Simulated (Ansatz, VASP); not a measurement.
# Two plane-wave programs on In

Contents of INCAR:

```
  PREC = Accurate
  ENCUT = 520
  EDIFF = 1E-7
  ISMEAR = 0
  SIGMA = 0.15
  LREAL = False
  LASPH = True
  NELM = 100
  ALGO = Fast
  ISIF = 2
  LWAVE = False
  LCHARG = True
  GGA = PE
  LELF = True
  LVHAR = True
  NBANDS = 12
```

File KPOINTS:

```
Automatic mesh
0
Gamma
  18 18 18
```

POSCAR

```
In
1.0
   -1.7319232208      1.7319232208      2.0331272592
    1.7319232208     -1.7319232208      2.0331272592
    1.7319232208      1.7319232208     -2.0331272592
In
1
Direct
    0.0000000000      0.0000000000      0.0000000000
```

Input for Ansatz:

```yaml
crystal:
  lattice:
    - [-1.7319232208, 1.7319232208, 2.0331272592]
    - [1.7319232208, -1.7319232208, 2.0331272592]
    - [1.7319232208, 1.7319232208, -2.0331272592]
  atoms:
    - { symbol: In, position: [0.0, 0.0, 0.0] }
basis:
  ecutwfc: 420
kpoints:
  mp_grid: { grid: [18, 18, 18] }
hamiltonian:
  xc: pbe
scf:
  occupations: { method: gaussian, width: 0.15 }
output:
  forces: true
  stress: true
  eigenvalues: true
```

Change from the starting cell: strain -0.080 along x and y, +0.080 along z, atoms carried along.

Alike in both runs: task single point; functional PBE; k mesh 18 × 18 × 18; occupations gaussian, width 0.15 eV; no spin polarisation.

|  | VASP | Ansatz |
| --- | --- | --- |
| version | VASP 6.6.1 | Ansatz 0.2.0 |
| potentials or method | VASP PAW PBE potentials, release 64 (In_d), cutoff 520 eV | scalar-relativistic, plane waves, PAW |
| valence electrons in the cell | 13 | 13 |

|  | VASP | Ansatz | Ansatz less VASP |
| --- | --- | --- | --- |
| gap on the k mesh at the Fermi level (eV) | none | none | - |
| pressure (GPa) | 5.8 | 5.8 | +0.06 |
| traceless stress, the component that is largest in VASP (GPa) | 0.57 | 0.56 | -0.002 |

A gap of «none» marks a metal or a gap that the smearing closes.
